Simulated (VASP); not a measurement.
Wanted: the native input for a VASP 6.6.1 run.

* Task: relaxation of cell and atoms
* Functional: PBE
* Potentials or basis: VASP PAW PBE potentials, release 64 (Hf_pv, Si, O)
* Cutoff: 600 eV
* k mesh: 6 × 6 × 2
* Occupations: gaussian, width 0.1 eV
* Spin: no spin polarisation
* Dipole correction: no
* Further INCAR settings: ALGO = Normal; EDIFF = 1e-06; IBRION = 2; EDIFFG = -0.04; NSW = 90; ISIF = 3

The structure of Hf3Si2O lies in POSCAR:

```
Hf3Si2O
1.0
    4.0603336100      0.0000000000      0.0000000000
   -2.0301668100      3.5163520600      0.0000000000
    0.0000000000      0.0000000000      8.8452283600
Hf Si O
3 2 1
Direct
    0.6666666700      0.3333333300      0.5000000000
    0.0000000000      0.0000000000      0.0000000000
    0.0000000000      0.0000000000      0.5000000000
    0.3333333300      0.6666666700      0.2516720000
    0.3333333300      0.6666666700      0.7483280000
    0.6666666700      0.3333333300      0.0000000000
```

The cell was generated, and may not be a known phase.

The input as run:

INCAR

```
SYSTEM = Hf3Si2O
ALGO = Normal
EDIFF = 1E-6
EDIFFG = -0.04
ENCUT = 600
GGA = PE
IBRION = 2
ISIF = 3
ISMEAR = 0
LASPH = .TRUE.
LCHARG = .FALSE.
LREAL = .FALSE.
LWAVE = .FALSE.
NELM = 100
NSW = 90
PREC = Accurate
SIGMA = 0.1
```

KPOINTS

```
k-points
0
G
  6 6 2
  0 0 0
```

Potentials or basis: VASP PAW PBE potentials, release 64 (Hf_pv, Si, O).

Run with:

```console
$ cat potpaw_PBE.64/Hf_pv/POTCAR potpaw_PBE.64/Si/POTCAR potpaw_PBE.64/O/POTCAR > POTCAR
$ mpirun -np 1 vasp_std > vasp.out
```

Results of the run:

| Quantity | Value |
| --- | --- |
| Relaxed volume | 16.55 Å³/atom |
| Relaxed cell | a = 4.450 Å, b = 4.450 Å, c = 5.792 Å, α = 90.00°, β = 90.00°, γ = 120.00° |
| Space group after relaxing (to 0.1 Å) | P-6m2 (No. 187) |
| Energy gained by relaxing | 819.0 meV/atom |
| Ionic steps | 17 |
| Pressure after relaxing | -0.2 GPa |
| Largest force after relaxing | 0.011 eV/Å |
| Band gap on the k mesh | zero (bands 22 and 23 overlap by 0.98 eV) |

Caveat: the volume moved by over 15 % at a fixed basis, so the end points are rough; spin-orbit coupling is left out, which moves the levels of the heavy elements.

Run time: 16 min on 1 thread of Intel Xeon 8259CL, on a shared host, peak memory 0.31 GiB.
